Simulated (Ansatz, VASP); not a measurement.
One calculation of PbS, two programs

File POSCAR:

```
PbS
1.0
    0.0000000000      3.0076851500      3.0076851500
    3.0076851500      0.0000000000      3.0076851500
    3.0076851500      3.0076851500      0.0000000000
Pb S
1 1
Direct
    0.0000000000      0.0000000000      0.0000000000
    0.5000000000      0.5000000000      0.5000000000
```

INCAR.step1

```
SYSTEM = PbS
PREC = Accurate
ENCUT = 520
ISMEAR = -1
SIGMA = 0.02
LREAL = .False.
LASPH = .True.
NELM = 80
GGA = PE
ALGO = Normal
EDIFF = 1E-4
LWAVE = .True.
LCHARG = .False.
```

The input INCAR.step2:

```
SYSTEM = PbS
PREC = Accurate
ENCUT = 520
EDIFF = 1E-6
ISMEAR = -1
SIGMA = 0.02
LREAL = .False.
LASPH = .True.
NELM = 80
ALGO = Normal
ISIF = 2
LWAVE = .False.
LCHARG = .False.
METAGGA = R2SCAN
LMIXTAU = .True.
IBRION = 2
NSW = 50
EDIFFG = -0.01
ISTART = 1
```

The input KPOINTS:

```
Automatic mesh
0
Gamma
  8 8 8
  0 0 0
```

Input for Ansatz:

```yaml
crystal:
  lattice:
    - [0.0, 3.00768523, 3.00768523]
    - [3.00768523, 0.0, 3.00768523]
    - [3.00768523, 3.00768523, 0.0]
  atoms:
    - { symbol: Pb, position: [0.0, 0.0, 0.0] }
    - { symbol: S, position: [0.5, 0.5, 0.5] }
  symmetry: { tolerance: 0.0003 }
hamiltonian:
  xc: r2scan
  pseudopotentials: { kind: paw, azcp: { folder: soft_1 } }
basis:
  ecutwfc: 500
magnetization:
  spin_polarized: false
scf:
  occupations: { method: fermi_dirac, width: 0.02 }
kpoints:
  mp_grid: { grid: [8, 8, 8], shift: [0, 0, 0] }
  band_path:
    path:
      - [0.0, 0.0, 0.0]
      - [0.5, 0.0, 0.5]
      - [0.625, 0.25, 0.625]
      - [0.375, 0.375, 0.75]
      - [0.0, 0.0, 0.0]
      - [0.5, 0.5, 0.5]
      - [0.5, 0.25, 0.75]
      - [0.5, 0.0, 0.5]
    npoints: 10
output:
  forces: true
  stress: true
  eigenvalues: true
  write_potential: true
  elf: true
  volumetric_format: npy
  dos: { e_range: [-12, 8], de: 0.05 }
relax:
  max_steps: 30
```

Alike in both runs: task relaxation of the atoms; functional r2SCAN; k mesh 8 × 8 × 8; occupations fermi-dirac, width 0.02 eV; no spin polarisation.

```csv
,VASP,Ansatz
version,VASP 6.6.1,Ansatz 0.2.0
potentials or method,"VASP PAW PBE potentials, release 64 (Pb_d, S), cutoff 520 eV",PAW plane waves
valence electrons in the cell,20,20
```

```csv
,VASP,Ansatz,Ansatz less VASP
"gap on the k mesh at the Fermi level, each at its own relaxed structure (eV)",0.77,0.77,-0.001
```

VASP's potentials were made for PBE, not for r2SCAN. Ansatz's warnings: stress scf threshold loose.

Spin-orbit coupling is off throughout. Noted on VASP's run: the relaxation stopped at its first step, so nothing moved.
